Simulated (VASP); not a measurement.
Input of a VASP 6.6.1 run:

INCAR

```
SYSTEM = MnS
PREC = Accurate
ENCUT = 520
EDIFF = 1E-6
ISMEAR = -1
SIGMA = 0.05
LREAL = .FALSE.
LASPH = .TRUE.
NELM = 60
ALGO = Normal
ISIF = 2
LWAVE = .FALSE.
LCHARG = .TRUE.
GGA = PE
LELF = .TRUE.
LVHAR = .TRUE.
NBANDS = 27
```

File KPOINTS:

```
regular mesh
0
G
  4 8 8
  0 0 0
```

Contents of POSCAR:

```
MnS
1.0
    0.0000000000      5.6000000000      5.6000000000
    2.8000000000      0.0000000000      2.8000000000
    2.8000000000      2.8000000000      0.0000000000
Mn S
2 2
Direct
    0.0000000000      0.0000000000      0.0000000000
    0.5000000000      0.0000000000      0.0000000000
    0.1250000000      0.2500000000      0.2500000000
    0.6250000000      0.2500000000      0.2500000000
```

Potentials or basis: VASP PAW PBE potentials, release 64 (Mn_pv, S).

The run is started by

```sh
$ cat potpaw_PBE.64/Mn_pv/POTCAR potpaw_PBE.64/S/POTCAR > POTCAR
$ mpirun -np 1 vasp_std > vasp.out
```

(1) What does it give for the band gap on the k mesh?

(2) What does it give for the pressure?

## Answers

(1) zero (bands 19 and 20 overlap by 0.85 eV).

(2) -20.7 GPa.

Caveat: the cell stands under tension; the run has no spin polarisation, though such a crystal can be magnetic; semilocal functionals often make such compounds metallic where correlation or magnetic order opens a gap, which also shifts bond lengths.
